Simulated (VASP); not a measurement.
YHg: single point with LDA

The system is YHg.

```
CELL_PARAMETERS angstrom
3.68200 0.00000 0.00000
0.00000 3.68200 0.00000
0.00000 0.00000 3.75564
ATOMIC_POSITIONS crystal
Y 0.50000 0.50000 0.50000
Hg 0.00000 0.00000 0.00000
```

This cell differs from its parent crystal: zz strain of +2 %.

```
Program             : VASP 6.6.1
Task                : single point
Functional          : LDA
Potentials or basis : VASP PAW LDA potentials, release 64 (Y_sv, Hg)
Cutoff              : 520 eV
k mesh              : 11 × 11 × 11
Occupations         : fermi-dirac, width 0.08 eV
Spin                : no spin polarisation
```

* Pressure: -4.5 GPa
* Band gap on the k mesh: zero (an odd number of electrons rules out a gap without spin polarisation)

Stress tensor (GPa, compression positive):
```
-4.33  0.00  0.00
 0.00 -4.33  0.00
 0.00  0.00 -4.94
```

Levels at points of the mesh, in eV from the Fermi level:
| k point | band 7 | band 8 | band 9 | band 10 | band 11 | band 12 | band 13 | band 14 | band 15 | band 16 |
| --- | --- | --- | --- | --- | --- | --- | --- | --- | --- | --- |
| (0.00, 0.00, 0.00) | -7.69 | -7.16 | -7.16 | -7.13 | 0.22 | 0.27 | 3.68 | 3.68 | 3.76 | 4.12 |

Wall time 69 s on 1 thread of Intel(R) Xeon(R) Platinum 8259CL CPU @ 2.50GHz (Skylake/Cascade Lake), with other jobs on the host, peak memory 0.25 GiB.

Caveat: the cell differs from its parent crystal (zz strain of +2 %); the cell stands under tension; spin-orbit coupling is left out, which moves the levels of the heavy elements.
